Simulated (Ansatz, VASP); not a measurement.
# One calculation of NiO, two programs

INCAR

```
  PREC = Accurate
  ENCUT = 520
  EDIFF = 1E-6
  ISMEAR = -1
  SIGMA = 0.05
  LREAL = F
  LASPH = T
  NELM = 150
  ALGO = Normal
  ISIF = 2
  LWAVE = F
  LCHARG = F
  ISPIN = 2
  MAGMOM = 2 0
  LORBIT = 11
  LMAXMIX = 4
  GGA = PE
  NBANDS = 19
```

Contents of KPOINTS:

```
Automatic mesh
0
Gamma
  11 11 11
```

File POSCAR:

```
NiO
1.0
    0.0000000000      2.0859000000      2.0859000000
    2.0859000000      0.0000000000      2.0859000000
    2.0859000000      2.0859000000      0.0000000000
Ni O
1 1
Direct
    0.0000000000      0.0000000000      0.0000000000
    0.4520590632      0.4520590632      0.5479409368
```

Input for Ansatz:

```yaml
crystal:
  lattice:
    - [0.0, 2.0859, 2.0859]
    - [2.0859, 0.0, 2.0859]
    - [2.0859, 2.0859, 0.0]
  atoms:
    - { symbol: Ni, position: [0.0, 0.0, 0.0] }
    - { symbol: O, position: [0.4520590632340956, 0.4520590632340956, 0.5479409367659044] }
kpoints:
  mp_grid:
    grid: [11, 11, 11]
    shift: [0.0, 0.0, 0.0]
hamiltonian:
  xc: pbe
  pseudopotentials:
    kind: paw
magnetization:
  spin_polarized: true
  per_species:
    Ni: 2.0
scf:
  occupations:
    method: fermi_dirac
    width: 0.05
output:
  forces: true
```

Alike in both runs: task single point; functional PBE; k mesh 11 × 11 × 11; occupations fermi-dirac, width 0.05 eV; collinear spin.

```csv
,VASP,Ansatz
version,VASP 6.6.1,Ansatz 0.2.0
potentials or method,"VASP PAW PBE potentials, release 64 (Ni, O)","plane waves, PAW"
plane-wave cutoff (eV),520,420
valence electrons in the cell,16,24
```

|  | VASP | Ansatz | Ansatz less VASP |
| --- | --- | --- | --- |
| rms of the force components (eV/Å) | 0.579 | 0.558 | -0.0210 |
| net moment per atom (μB) | 0.94 | 0.95 | +0.010 |
| size of the moment on the site where the two differ most (μB) | 1.50 | 1.45 | -0.051 |

Site moments also hang on the region over which each program counts them. Atom by atom the forces differ by 0.021 eV/Å (rms over components). VASP's potentials hold 16 valence electrons a cell and Ansatz's 24, so a difference there can come from the potentials and not from the codes.
